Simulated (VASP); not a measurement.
Write the native input for VASP 6.6.1 that does the following.

| Quantity | Value |
| --- | --- |
| Task | relaxation of cell and atoms |
| Functional | PBE |
| Potentials or basis | VASP PAW PBE potentials, release 64 (P) |
| Cutoff | 600 eV |
| k mesh | 9 × 9 × 5 |
| Occupations | gaussian, width 0.05 eV |
| Spin | no spin polarisation |
| Dipole correction | no |
| Further INCAR settings | ALGO = Normal; EDIFF = 1e-06; IBRION = 2; EDIFFG = -0.01; NSW = 80; ISIF = 3 |

The structure of P lies in POSCAR:

```
P
1.0
    2.7500000000      0.0000000000      0.0000000000
   -1.3750000000      2.3815698604      0.0000000000
    0.0000000000      0.0000000000      4.4907500000
P
2
Direct
    0.3333333333      0.6666666667      0.2500000000
    0.6666666667      0.3333333333      0.7500000000
```

These files were run (other wordings do the same):

INCAR

```
SYSTEM = P
  ALGO = Normal
  EDIFF = 1E-6
  EDIFFG = -0.01
  ENCUT = 600
  GGA = PE
  IBRION = 2
  ISIF = 3
  ISMEAR = 0
  LASPH = .True.
  LCHARG = .False.
  LREAL = .False.
  LWAVE = .False.
  NELM = 80
  NSW = 80
  PREC = Accurate
  SIGMA = 0.05
```

KPOINTS

```
k-points
0
Gamma
  9 9 5
  0 0 0
```

Potentials or basis: VASP PAW PBE potentials, release 64 (P).

Command:

```sh
$ cat potpaw_PBE.64/P/POTCAR > POTCAR
$ mpirun -np 1 vasp_std > vasp.out
```

Results of the run:

The relaxed volume is 14.33 Å³/atom. The relaxed cell is a = 2.741 Å, b = 2.741 Å, c = 4.403 Å, α = 90.00°, β = 90.00°, γ = 120.00° and the space group after relaxing (to 0.05 Å) is P6_3/mmc (No. 194). The energy gained by relaxing is 5.0 meV/atom. The ionic steps are 5 and the pressure after relaxing is 0.0 GPa. The band gap on the k mesh is zero (band 5 reaches 15.21 eV, above the bottom of band 6 at 5.94 eV).

It took 10 s on 1 thread of AMD EPYC 9R45 96-Core Processor (Zen 5), on a shared host, peak memory 0.12 GiB.
